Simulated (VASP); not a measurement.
# KMgF3: single point with PBEsol

KMgF3:

```
K Mg F
1.0
     3.98590    0.03488    0.00000
     0.03488    3.98590    0.00000
     0.00000    0.00000    3.98590
K Mg F
1 1 3
Direct
  0.50000 0.50000 0.50000
  0.00000 0.00000 0.00000
  0.50000 0.00000 0.00000
  0.00000 0.50000 0.00000
  0.00000 0.00000 0.50000
```

This cell differs from its parent crystal: strain +0.0175 x Voigt [0, 0, 0, 0, 0, 1].

- Program: VASP 6.6.1
- Task: single point
- Functional: PBEsol
- Potentials or basis: VASP PAW PBE potentials, release 64 (K_sv, Mg, F)
- Cutoff: 520 eV
- k mesh: 6 × 6 × 6
- Occupations: gaussian, width 0.05 eV
- Spin: no spin polarisation

```yaml
Pressure: -0.1 GPa
Band_gap_on_the_k_mesh: 7.12 eV, indirect (least direct gap 7.41 eV)
```

Stress tensor (GPa, compression positive):
```
-0.06 -0.81  0.00
-0.81 -0.06  0.00
 0.00  0.00 -0.07
```

Levels at points of the mesh, in eV from the valence-band top:
| k point | band 14 | band 15 | band 16 | band 17 | band 18 | band 19 |
| --- | --- | --- | --- | --- | --- | --- |
| (0.00, 0.00, 0.00) | -0.36 | -0.33 | -0.29 | 7.12 | 9.93 | 9.94 |
| (0.50, 0.00, 0.00) | -0.88 | -0.54 | -0.54 | 9.95 | 10.28 | 11.00 |
| (0.50, 0.50, 0.00) | -0.92 | -0.91 | -0.02 | 10.80 | 11.58 | 12.42 |
| (0.00, 0.00, 0.50) | -0.88 | -0.60 | -0.48 | 9.95 | 10.28 | 11.00 |
| (0.50, 0.00, 0.50) | -0.91 | -0.91 | -0.03 | 10.80 | 11.57 | 12.43 |
| (0.50, 0.50, 0.50) | -0.01 | 0.00 | 0.00 | 10.25 | 10.30 | 10.36 |

It took 42 s on 1 thread of Intel(R) Xeon(R) 6975P-C (Granite Rapids) (shared host), peak memory 0.21 GiB.

Caveat: the cell differs from its parent crystal (strain +0.0175 x Voigt [0, 0, 0, 0, 0, 1]); the PAW data sets were made with another functional, which shifts forces and pressure a little. A k mesh can miss the band edges.
